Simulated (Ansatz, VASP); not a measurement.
One calculation of BaS, two programs

```
Ba S
1.0
     3.83376    0.00000    0.00000
     0.00000    3.83376    0.00000
     0.00000    0.00000    3.83376
Ba S
1 1
Direct
  0.00000 0.00000 0.00000
  0.50000 0.50000 0.50000
```

Alike in both runs: task single point; functional r2SCAN; k mesh 6 × 6 × 6; no spin polarisation.

|  | VASP | Ansatz |
| --- | --- | --- |
| version | VASP 6.6.1 | Ansatz 0.2.0 |
| potentials or method | VASP PAW PBE potentials, release 64 (Ba_sv, S) | plane waves, PAW |
| plane-wave cutoff (eV) | 520 | 500 |
| occupations | gaussian, width 0.01 eV | fixed |
| valence electrons in the cell | 16 | 16 |

Ansatz gave:

- gap on the k mesh at the Fermi level (eV): 1.93
- pressure (GPa): 0.0

Question: Estimate VASP's values.

Answer: gap on the k mesh at the Fermi level (eV): 1.81; pressure (GPa): 1.0.

VASP's potentials were made for PBE, not for r2SCAN.

Neither program's run includes spin-orbit coupling.
